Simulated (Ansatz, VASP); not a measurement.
Rb2AlH4: VASP beside Ansatz

```
Rb Al H
1.0
     3.07403   -8.94645    0.00071
     3.07403    8.94645    0.00071
    -3.05307    0.00000    3.54329
Rb Al H
2 1 4
Direct
  0.30273 0.56372 0.86925
  0.56372 0.30273 0.86925
  0.93395 0.93395 0.86794
  0.58276 0.58276 0.60533
  0.13468 0.97769 0.10286
  0.00480 0.00480 0.58321
  0.97769 0.13468 0.10286
```

Change from the starting cell: the structure that the rattled cell fell into.

Alike in both runs: functional PBE; k mesh 8 × 8 × 10; occupations gaussian, width 0.1 eV; no spin polarisation.

Ansatz relaxed the structure, and its values are those at the end. VASP's run is a single point on that final structure, the one shown.

|  | VASP | Ansatz |
| --- | --- | --- |
| version | VASP 6.6.1 | Ansatz 0.2.0 |
| potentials or method | VASP PAW PBE potentials, release 64 (Rb_sv, Al, H), cutoff 520 eV | scalar-relativistic, plane waves, PAW |
| valence electrons in the cell | 25 | 25 |

```csv
,VASP,Ansatz,Ansatz less VASP
gap on the k mesh at the Fermi level (eV),none,none,-
pressure (GPa),0.0,0.0,+0.04
rms of the force components (eV/Å),0.004,0.002,-0.0016
```

A gap of «none» marks a metal or a gap that the smearing closes.
